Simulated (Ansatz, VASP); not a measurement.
# Ba in VASP and in Ansatz

INCAR

```
PREC     = Accurate       # precision mode
ENCUT    = 520            # plane-wave cutoff, eV
EDIFF    = 1E-7           # SCF threshold, eV
ISMEAR   = -5             # smearing method
SIGMA    = 0.05           # smearing width, eV
LREAL    = F              # projectors in reciprocal space
LASPH    = T              # aspherical terms in the spheres
NELM     = 100            # most SCF steps
ALGO     = Fast           # electronic algorithm
ISIF     = 2              # what is computed and relaxed
LWAVE    = F              # write WAVECAR
LCHARG   = T              # write CHGCAR
GGA      = PE             # functional
LELF     = T              # ELF
LVHAR    = T            
NBANDS   = 11             # bands
```

KPOINTS

```
regular mesh
0
Gamma
  8 8 8
```

Contents of POSCAR:

```
Ba
1.0
    4.3985153930      0.0000000000      0.0000000000
   -1.4661717973      4.1469600822      0.0000000000
   -1.4661717973     -2.0734800404      3.5913727801
Ba
1
Direct
    0.0000000000      0.0000000000      0.0000000000
```

Contents of input.yaml:

```yaml
crystal:
  lattice:
    - [4.398515393, 0.0, 0.0]
    - [-1.4661717973, 4.1469600822, 0.0]
    - [-1.4661717973, -2.0734800404, 3.5913727801]
  atoms:
    - { symbol: Ba, position: [0.0, 0.0, 0.0] }
hamiltonian:
  xc: pbe
  pseudopotentials: { kind: paw }
kpoints:
  mp_grid: { grid: [8, 8, 8] }
scf:
  occupations: { method: tetrahedron }
output:
  forces: true
  stress: true
  write_density: true
  write_potential: true
  elf: true
  volumetric_format: npy
```

Alike in both runs: task single point; functional PBE; k mesh 8 × 8 × 8; occupations tetrahedron; no spin polarisation.

|  | VASP | Ansatz |
| --- | --- | --- |
| version | VASP 6.6.1 | Ansatz 0.2.0 |
| potentials or method | VASP PAW PBE potentials, release 64 (Ba_sv) | Ansatz PAW |
| plane-wave cutoff (eV) | 520 | 420 |
| valence electrons in the cell | 10 | 10 |

|  | VASP | Ansatz | Ansatz less VASP |
| --- | --- | --- | --- |
| gap on the k mesh at the Fermi level (eV) | none | none | - |
| pressure (GPa) | -0.2 | -0.2 | -0.06 |

A gap of «none» marks a metal or a gap that the smearing closes.

Neither program's run includes spin-orbit coupling.
